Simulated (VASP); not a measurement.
# Li2S (Fm-3m) in VASP: notebook, part 2 of 3

VASP 6.6.1. Earlier steps stand in the parts before.

### 3 Electric field gradients, LDA (volume scaled by 0.96)

The input, INCAR:

```
PREC = Accurate
ENCUT = 650
EDIFF = 1E-8
ISMEAR = -1
SIGMA = 0.02
LREAL = False
LASPH = True
NELM = 120
ALGO = Normal
ISIF = 2
LWAVE = False
LCHARG = False
GGA = CA
LEFG = True
NBANDS = 13
GGA_COMPAT = False
```

The input, KPOINTS:

```
regular mesh
0
Gamma
  7 7 7
```

The input, POSCAR:

```
Li2S
1.0
    0.0000000000      2.8154277041      2.8154277041
    2.8154277041      0.0000000000      2.8154277041
    2.8154277041      2.8154277041      0.0000000000
Li S
2 1
Direct
    0.2500000000      0.2500000000      0.2500000000
    0.7500000000      0.7500000000      0.7500000000
    0.0000000000      0.0000000000      0.0000000000
```

Potentials or basis: VASP PAW LDA potentials, release 64 (Li_sv, S).

Launch:

```console
$ cat potpaw_LDA.64/Li_sv/POTCAR potpaw_LDA.64/S/POTCAR > POTCAR
$ mpirun -np 1 vasp_std > vasp.out
```

OUTCAR:

```text
PREC = Accurate
   ENCUT = 650
   EDIFF = 1E-8
   ISMEAR = -1
   LREAL = False
   LASPH = True
   NELM = 120
   ISIF = 2
   GGA = CA

 ion  position               nearest neighbor table
   1  0.250  0.250  0.250-   3 2.44   3 2.44   3 2.44   3 2.44
   2  0.750  0.750  0.750-   3 2.44   3 2.44   3 2.44   3 2.44
   3  0.000  0.000  0.000-   2 2.44   2 2.44   2 2.44   1 2.44   2 2.44   1 2.44   1 2.44   1 2.44

  LATTYP: Found a face centered cubic cell.
 ALAT       =     5.6308554082

  Lattice vectors:

 A1 = (   0.0000000000,   2.8154277041,   2.8154277041)
 A2 = (   2.8154277041,   0.0000000000,   2.8154277041)
 A3 = (   2.8154277041,   2.8154277041,   0.0000000000)

Analysis of symmetry for initial positions (statically):
=====================================================================
 Subroutine PRICEL returns:
 Original cell was already a primitive cell.

 Routine SETGRP: Setting up the symmetry group for a
 face centered cubic supercell.

 Subroutine GETGRP returns: Found 48 space group operations
 (whereof 48 operations were pure point group operations)
 out of a pool of 48 trial point group operations.

The static configuration has the point symmetry O_h .

Analysis of symmetry for dynamics (positions and initial velocities):
=====================================================================
 Subroutine PRICEL returns:
 Original cell was already a primitive cell.

 Routine SETGRP: Setting up the symmetry group for a
 face centered cubic supercell.

 Subroutine GETGRP returns: Found 48 space group operations
 (whereof 48 operations were pure point group operations)
[... 468 lines left out ...]
      9      10.4162      0.00000
     10      10.9536      0.00000
     11      12.5871      0.00000
     12      12.7769      0.00000
     13      15.2277      0.00000

------------------------ aborting loop because EDIFF is reached ----------------------------------------

  FORCE on cell =-STRESS in cart. coord.  units (eV):
  Direction    XX          YY          ZZ          XY          YZ          ZX
  --------------------------------------------------------------------------------------
  -------------------------------------------------------------------------------------
  Total       -0.4487547     -0.4487547     -0.4487547      0.0000000     -0.0000000      0.0000000
  in kB      -16.1085504    -16.1085504    -16.1085504      0.0000000     -0.0000000      0.0000000
  external PRESSURE =     -16.1085504 kB  Pullay stress =       0.0000000 kB

 VOLUME and BASIS-vectors are now :
 -----------------------------------------------------------------------------
  energy-cutoff  :      650.00
  volume of cell :       44.63
      direct lattice vectors                 reciprocal lattice vectors
     0.000000000  2.815427704  2.815427704    -0.177592910  0.177592910  0.177592910
     2.815427704  0.000000000  2.815427704     0.177592910 -0.177592910  0.177592910
     2.815427704  2.815427704  0.000000000     0.177592910  0.177592910 -0.177592910

 POSITION                                       TOTAL-FORCE (eV/Angst)
 -----------------------------------------------------------------------------------
      1.40771      1.40771      1.40771         0.000000      0.000000      0.000000
      4.22314      4.22314      4.22314        -0.000000     -0.000000     -0.000000
      0.00000      0.00000      0.00000        -0.000000     -0.000000      0.000000
 -----------------------------------------------------------------------------------
    total drift:                                0.000000      0.000000      0.000000

  FREE ENERGIE OF THE ION-ELECTRON SYSTEM (eV)
  ---------------------------------------------------
  free  energy   TOTEN  =       -13.0070391727 eV

  energy  without entropy=      -13.0070391727  energy(sigma->0) =      -13.00703917

 Electric field gradients (V/A^2)
---------------------------------------------------------------------
 ion       V_xx      V_yy      V_zz      V_xy      V_xz      V_yz
---------------------------------------------------------------------
   1       0.000    -0.000     0.000     0.002     0.002     0.002
   2       0.000    -0.000     0.000     0.002     0.002     0.002
   3       0.000    -0.000     0.000     0.000     0.000     0.000
---------------------------------------------------------------------

 Electric field gradients after diagonalization (V/A^2)
 (convention: |V_zz| > |V_xx| > |V_yy|)
----------------------------------------------------------------------
 ion       V_xx      V_yy      V_zz     asymmetry (V_yy - V_xx)/ V_zz
----------------------------------------------------------------------
   1      -0.002    -0.002     0.004       0.000
   2      -0.002    -0.002     0.004       0.000
   3      -0.000    -0.000     0.001       0.000
----------------------------------------------------------------------

           NMR quadrupolar parameters

 Cq : quadrupolar parameter    Cq=e*Q*V_zz/h
 eta: asymmetry parameters     (V_yy - V_xx)/ V_zz
 Q  : nuclear electric quadrupole moment in mb (millibarn)
----------------------------------------------------------------------
 ion       Cq(MHz)       eta       Q (mb)
----------------------------------------------------------------------
   1       0.000       0.000       1.000
   2       0.000       0.000       1.000
   3       0.000       0.000       1.000
----------------------------------------------------------------------
```

Wall time 9 s (1 thread of Intel Xeon 6975P-C (Granite Rapids), shared host); peak memory 0.16 GiB.

Results:

- Free energy: -13.0070 eV
- Pressure: -1.6 GPa
- Band gap on the k mesh: 3.30 eV, indirect (least direct gap 4.25 eV)

Levels at points of the mesh, in eV from the valence-band top:
```csv
k point,band 3,band 4,band 5,band 6,band 7,band 8,band 9,band 10
"(0.00, 0.00, 0.00)",-11.07,0.00,0.00,0.00,4.25,6.03,6.03,6.03
```

Caveat: without QUAD_EFG the Cq values of the log hold for a quadrupole moment of 1 mb, not for the nuclei. A k mesh can miss the band edges.

### 4 Electric field gradients, LDA (volume scaled by 0.99)

The input, INCAR:

```
SYSTEM = Li2S
PREC     = Accurate       ! precision mode
ENCUT    = 650            ! plane-wave cutoff, eV
EDIFF    = 1E-8           ! SCF threshold, eV
ISMEAR   = -1             ! smearing method
SIGMA    = 0.02           ! smearing width, eV
LREAL    = .FALSE.        ! projectors in reciprocal space
LASPH    = .TRUE.         ! aspherical terms in the spheres
NELM     = 120            ! most SCF steps
ALGO     = Normal         ! electronic algorithm
ISIF     = 2              ! what is computed and relaxed
LWAVE    = .FALSE.        ! write WAVECAR
LCHARG   = .FALSE.        ! write CHGCAR
LEFG     = .TRUE.       
NBANDS   = 13             ! bands
GGA_COMPAT= .FALSE.
```

The input, KPOINTS:

```
regular mesh
0
G
  7 7 7
  0 0 0
```

The input, POSCAR:

```
Li2S
1.0
    0.0000000000      2.8444547782      2.8444547782
    2.8444547782      0.0000000000      2.8444547782
    2.8444547782      2.8444547782      0.0000000000
Li S
2 1
Direct
    0.2500000000      0.2500000000      0.2500000000
    0.7500000000      0.7500000000      0.7500000000
    0.0000000000      0.0000000000      0.0000000000
```

Potentials or basis: VASP PAW LDA potentials, release 64 (Li_sv, S).

Launch:

```console
$ cat potpaw_LDA.64/Li_sv/POTCAR potpaw_LDA.64/S/POTCAR > POTCAR
$ mpirun -np 1 vasp_std > vasp.out
```

OUTCAR:

```text
SYSTEM = Li2S
   PREC = Accurate
   ENCUT = 650
   EDIFF = 1E-8
   ISMEAR = -1
   LREAL = .FALSE.
   LASPH = .TRUE.
   NELM = 120
   ISIF = 2

 ion  position               nearest neighbor table
   1  0.250  0.250  0.250-   3 2.46   3 2.46   3 2.46   3 2.46
   2  0.750  0.750  0.750-   3 2.46   3 2.46   3 2.46   3 2.46
   3  0.000  0.000  0.000-   1 2.46   2 2.46   2 2.46   2 2.46   2 2.46   1 2.46   1 2.46   1 2.46

  LATTYP: Found a face centered cubic cell.
 ALAT       =     5.6889095564

  Lattice vectors:

 A1 = (   0.0000000000,   2.8444547782,   2.8444547782)
 A2 = (   2.8444547782,   0.0000000000,   2.8444547782)
 A3 = (   2.8444547782,   2.8444547782,   0.0000000000)

Analysis of symmetry for initial positions (statically):
=====================================================================
 Subroutine PRICEL returns:
 Original cell was already a primitive cell.

 Routine SETGRP: Setting up the symmetry group for a
 face centered cubic supercell.

 Subroutine GETGRP returns: Found 48 space group operations
 (whereof 48 operations were pure point group operations)
 out of a pool of 48 trial point group operations.

The static configuration has the point symmetry O_h .

Analysis of symmetry for dynamics (positions and initial velocities):
=====================================================================
 Subroutine PRICEL returns:
 Original cell was already a primitive cell.

 Routine SETGRP: Setting up the symmetry group for a
 face centered cubic supercell.

 Subroutine GETGRP returns: Found 48 space group operations
 (whereof 48 operations were pure point group operations)
 out of a pool of 48 trial point group operations.

The dynamic configuration has the point symmetry O_h .

 Subroutine INISYM returns: Found 48 space group operations
 (whereof 48 operations are pure point group operations),
 and found     1 'primitive' translations

----------------------------------------------------------------------------------------

                                     Primitive cell

  volume of cell :      46.0285

  direct lattice vectors                    reciprocal lattice vectors
     0.000000000  2.844454778  2.844454778    -0.175780611  0.175780611  0.175780611
     2.844454778  0.000000000  2.844454778     0.175780611 -0.175780611  0.175780611
     2.844454778  2.844454778  0.000000000     0.175780611  0.175780611 -0.175780611

  length of vectors
     4.022666525  4.022666525  4.022666525     0.304460950  0.304460950  0.304460950

  position of ions in fractional coordinates (direct lattice)
     0.250000000  0.250000000  0.250000000
     0.750000000  0.750000000  0.750000000
     0.000000000  0.000000000  0.000000000

  ion indices of the primitive-cell ions
   primitive index   ion index
                 1           1
                 2           2
                 3           3

----------------------------------------------------------------------------------------

 KPOINTS: regular mesh
[... 85 lines left out ...]
  Fermi-wavevector in a.u.,A,eV,Ry     =   1.045826  1.976325 14.881407  1.093753
  Thomas-Fermi vector in A             =   2.180638
   LORBIT       =      0    0 simple, 1 ext, 2 COOP (PROOUT), +10 PAW based schemes
   GGA     = CA    functional components
   LHFCALC =     F    Hartree Fock is set to
   AEXX    =    0.0000 exact exchange contribution
   IVDW    =     0    specifies the selected vdW correction
   LEPSILON=     F    determine dielectric tensor
   LRPA    =     F    only Hartree local field effects (RPA)
 non-spin polarized calculation
  energy-cutoff  :      650.00
  volume of cell :       46.03
 maximum number of plane-waves:      1759
 NGX is ok and might be reduce to    36
   NGX = 17   NGY = 17   NGZ = 17

 number of electron      11.9999998 magnetization

 Free energy of the ion-electron system (eV)
  ---------------------------------------------------
  ext. energy  EPLUGINS =         0.00000000
  ---------------------------------------------------
  free energy    TOTEN  =       -12.98933505 eV

  energy without entropy =      -12.98933505  energy(sigma->0) =      -12.98933505

 E-fermi :   1.9270     XC(G=0):  -8.8403

 val. band max:        1.4132362130   @ k =   0.0000   0.0000   0.0000
 cond. band min:       4.7275867309   @ k =   0.4286   0.4286   0.0000
 fundamental gap:      3.3143505178
 Fermi energy:         1.9269595312

 k-point     1 :       0.0000    0.0000    0.0000
  band No.  band energies     occupation
      1     -41.7781      2.00000
      2     -41.7292      2.00000
      3      -9.5725      2.00000
      4       1.4132      2.00000
      5       1.4132      2.00000
      6       1.4132      2.00000
      7       5.5055      0.00000
      8       7.4309      0.00000
      9       7.4309      0.00000
     10       7.4309      0.00000
     11      12.5478      0.00000
     12      12.5478      0.00000
     13      13.5674      0.00000
[... 290 lines left out ...]
  band No.  band energies     occupation
      1     -41.7533      2.00000
      2     -41.7512      2.00000
      3      -9.0063      2.00000
      4      -0.7305      2.00000
      5      -0.4934      2.00000
      6       0.0136      2.00000
      7       6.5341      0.00000
      8       8.6871      0.00000
      9      10.1003      0.00000
     10      10.6276      0.00000
     11      12.1882      0.00000
     12      12.4034      0.00000
     13      14.8211      0.00000

------------------------ aborting loop because EDIFF is reached ----------------------------------------

  FORCE on cell =-STRESS in cart. coord.  units (eV):
  Direction    XX          YY          ZZ          XY          YZ          ZX
  --------------------------------------------------------------------------------------
  -------------------------------------------------------------------------------------
  Total       -0.7954230     -0.7954230     -0.7954230     -0.0000000      0.0000000      0.0000000
  in kB      -27.6873656    -27.6873656    -27.6873656     -0.0000000      0.0000000      0.0000000
  external PRESSURE =     -27.6873656 kB  Pullay stress =       0.0000000 kB

 VOLUME and BASIS-vectors are now :
 -----------------------------------------------------------------------------
  energy-cutoff  :      650.00
  volume of cell :       46.03
      direct lattice vectors                 reciprocal lattice vectors
     0.000000000  2.844454778  2.844454778    -0.175780611  0.175780611  0.175780611
     2.844454778  0.000000000  2.844454778     0.175780611 -0.175780611  0.175780611
     2.844454778  2.844454778  0.000000000     0.175780611  0.175780611 -0.175780611

 POSITION                                       TOTAL-FORCE (eV/Angst)
 -----------------------------------------------------------------------------------
      1.42223      1.42223      1.42223         0.000000      0.000000      0.000000
      4.26668      4.26668      4.26668        -0.000000     -0.000000     -0.000000
      0.00000      0.00000      0.00000        -0.000000     -0.000000     -0.000000
 -----------------------------------------------------------------------------------
    total drift:                                0.000000      0.000000      0.000000

  FREE ENERGIE OF THE ION-ELECTRON SYSTEM (eV)
  ---------------------------------------------------
  free  energy   TOTEN  =       -12.9893350464 eV

  energy  without entropy=      -12.9893350464  energy(sigma->0) =      -12.98933505

 Electric field gradients (V/A^2)
---------------------------------------------------------------------
 ion       V_xx      V_yy      V_zz      V_xy      V_xz      V_yz
---------------------------------------------------------------------
   1       0.000     0.000    -0.000     0.002     0.002     0.002
   2       0.000     0.000    -0.000     0.002     0.002     0.002
   3       0.000     0.000    -0.000     0.000     0.000     0.000
---------------------------------------------------------------------

 Electric field gradients after diagonalization (V/A^2)
 (convention: |V_zz| > |V_xx| > |V_yy|)
----------------------------------------------------------------------
 ion       V_xx      V_yy      V_zz     asymmetry (V_yy - V_xx)/ V_zz
----------------------------------------------------------------------
   1      -0.002    -0.002     0.005       0.000
   2      -0.002    -0.002     0.005       0.000
   3      -0.000    -0.000     0.000       0.000
----------------------------------------------------------------------

           NMR quadrupolar parameters

 Cq : quadrupolar parameter    Cq=e*Q*V_zz/h
 eta: asymmetry parameters     (V_yy - V_xx)/ V_zz
 Q  : nuclear electric quadrupole moment in mb (millibarn)
----------------------------------------------------------------------
 ion       Cq(MHz)       eta       Q (mb)
----------------------------------------------------------------------
   1       0.000       0.000       1.000
   2       0.000       0.000       1.000
   3       0.000       0.000       1.000
----------------------------------------------------------------------
```

Run time: 9 s. Hardware: 1 thread of Intel Xeon 6975P-C (Granite Rapids), shared host; peak memory 0.16 GiB.

Results:

| Quantity | Value |
| --- | --- |
| Free energy | -12.9893 eV |
| Pressure | -2.8 GPa |
| Band gap on the k mesh | 3.31 eV, indirect (least direct gap 4.09 eV) |

Caveat: without QUAD_EFG the Cq values of the log hold for a quadrupole moment of 1 mb, not for the nuclei. A k mesh can miss the band edges.

[end of part 2 of 3]
